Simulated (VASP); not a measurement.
Set up this calculation in VASP 6.6.1, as the native input.

| Quantity | Value |
| --- | --- |
| Task | relaxation of cell and atoms |
| Functional | PBE |
| Dispersion | D3(BJ) |
| Potentials or basis | VASP PAW PBE potentials, release 64 (Si, Se) |
| Cutoff | 500 eV |
| k mesh | 8 × 8 × 8 |
| Occupations | gaussian, width 0.02 eV |
| Spin | no spin polarisation |
| Dipole correction | no |
| Further INCAR settings | ALGO = Normal; EDIFF = 1e-07; IBRION = 2; EDIFFG = -0.005; NSW = 100; ISIF = 3 |

The structure of SiSe2 lies in POSCAR:

```
SiSe2
1.0
   -2.9990000000      4.8345000000      2.9255000000
    2.9990000000     -4.8345000000      2.9255000000
    2.9990000000      4.8345000000     -2.9255000000
Si Se
2 4
Direct
    0.7500000000      0.7500000000      0.0000000000
    0.2500000000      0.2500000000      0.0000000000
    0.1234200000      0.2116300000      0.3350500000
    0.8765800000      0.7883700000      0.6649500000
    0.6234200000      0.2883700000      0.9117900000
    0.3765800000      0.7116300000      0.0882100000
```

One way to write it, as run:

INCAR

```
PREC = Accurate
ENCUT = 500
EDIFF = 1E-7
ISMEAR = 0
SIGMA = 0.02
LREAL = False
LASPH = True
NELM = 120
ALGO = Normal
ISIF = 3
LWAVE = False
LCHARG = False
GGA = PE
IVDW = 12
IBRION = 2
NSW = 100
EDIFFG = -0.005
GGA_COMPAT = False
NELMIN = 4
```

KPOINTS

```
Automatic mesh
0
Gamma
  8 8 8
```

Potentials or basis: VASP PAW PBE potentials, release 64 (Si, Se).

Launch:

```console
$ cat potpaw_PBE.64/Si/POTCAR potpaw_PBE.64/Se/POTCAR > POTCAR
$ mpirun -np 1 vasp_std > vasp.out
```

Results of the run:

| Quantity | Value |
| --- | --- |
| Relaxed volume | 27.09 Å³/atom |
| Relaxed cell | a = 6.284 Å, b = 6.284 Å, c = 6.284 Å, α = 124.04°, β = 82.67°, γ = 124.60° |
| Space group after relaxing (to 0.05 Å) | Ibam (No. 72) |
| Energy gained by relaxing | 7.1 meV/atom |
| Ionic steps | 17 |
| Pressure after relaxing | 0.0 GPa |
| Largest force after relaxing | 0.003 eV/Å |
| Band gap on the k mesh | 1.51 eV, indirect (least direct gap 1.75 eV) |
| Dispersion energy per atom | -0.282 eV |

It took 27 min on 1 thread of Intel(R) Xeon(R) 6975P-C (Granite Rapids), with other jobs on the host, peak memory 0.53 GiB.
